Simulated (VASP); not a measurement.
Here is a VASP 6.6.1 calculation.

File INCAR:

```
PREC = Accurate
ENCUT = 600
EDIFF = 1E-6
ISMEAR = 0
SIGMA = 0.02
LREAL = F
LASPH = T
NELM = 120
ALGO = Normal
ISIF = 2
LWAVE = F
LCHARG = F
GGA = PE
NBANDS = 11
GGA_COMPAT = F
```

KPOINTS

```
Automatic mesh
0
Gamma
  6 6 6
```

POSCAR

```
C
1.0
    0.0000000000      1.7833700000      1.7833700000
    1.7833700000      0.0000000000      1.7833700000
    1.7833700000      1.7833700000      0.0000000000
C
2
Direct
    0.0000000000      0.0000000000      0.0000000000
    0.2500000000      0.2500000000      0.2500000000
```

Potentials or basis: VASP PAW PBE potentials, release 64 (C).

Run with:

```console
$ cat potpaw_PBE.64/C/POTCAR > POTCAR
$ mpirun -np 1 vasp_std > vasp.out
```

Problem. Estimate the pressure.

Solution. 1.9 GPa.

Problem. Estimate the band gap on the k mesh.

Solution. 4.15 eV, indirect (least direct gap 5.59 eV).

Caveat: the k points lie up to 0.51 Å⁻¹ apart. As with any semilocal functional, this PBE gap is likely too small.
